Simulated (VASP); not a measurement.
K3TbTe2:

```xyz
6
Lattice="3.3241 1.9192 5.5103 -3.3241 1.9192 5.5103 0.0000 -3.8384 5.5103" Properties=species:S:1:pos:R:3 pbc="T T T"
K    -1.6621   -0.9596    5.5103
K     1.6621   -0.9596    5.5103
K     0.0000    1.9192    5.5103
Tb    0.0000    0.0000    8.2655
Te    0.0000    0.0000   14.4624
Te    0.0000    0.0000    2.0685
```

The cell was built from a structure type or drawn by symmetry, and may not be a known phase.

| Property | Result |
| --- | --- |
| Program | VASP 6.6.1 |
| Task | relaxation of cell and atoms |
| Functional | PBE |
| Potentials or basis | VASP PAW PBE potentials, release 64 (K_sv, Tb_3, Te), 4f in core |
| Cutoff | 500 eV |
| k mesh | 3 × 3 × 3 |
| Occupations | gaussian, width 0.1 eV |
| Spin | no spin polarisation |

At the start: pressure 0.2 GPa; volume 35.15 Å³/atom.

Where does the relaxation end?

Over 11 steps the energy falls by 88.3 meV/atom and the volume is 35.41 Å³/atom (+0.7 %); space group R-3m (No. 166, to 0.1 Å) before and after.

Step by step:
| step | energy change (eV) | largest force (eV/Å) | pressure (GPa) | volume (Å³) |
| --- | --- | --- | --- | --- |
| 1 | 0.0000 | 0.4145 | 0.23 | 210.92 |
| 2 | -0.2810 | 0.2420 | -0.03 | 212.21 |
| 3 | -0.5033 | 0.1349 | -0.14 | 213.25 |
| 4 | -0.5033 | 0.1231 | -0.14 | 213.25 |
| 5 | -0.5064 | 0.1224 | -0.03 | 211.87 |
| 6 | -0.5093 | 0.1203 | 0.21 | 209.26 |
| 7 | -0.5118 | 0.1134 | 0.18 | 209.47 |
| 8 | -0.5184 | 0.0915 | 0.12 | 210.11 |
| 9 | -0.5273 | 0.0431 | 0.01 | 211.36 |
| 10 | -0.5259 | 0.0797 | -0.17 | 213.82 |
| 11 | -0.5301 | 0.0089 | -0.08 | 212.45 |

Final structure:
```
K Tb Te
1.0
     3.10085    1.79028    6.37818
    -3.10085    1.79028    6.37818
     0.00000   -3.58056    6.37818
K Tb Te
3 1 2
Cartesian
  -1.5504 -0.8951 6.3782
  1.5504 -0.8951 6.3782
  0.0000 1.7903 6.3782
  0.0000 0.0000 9.5673
  0.0000 0.0000 16.8377
  0.0000 0.0000 2.2968
```
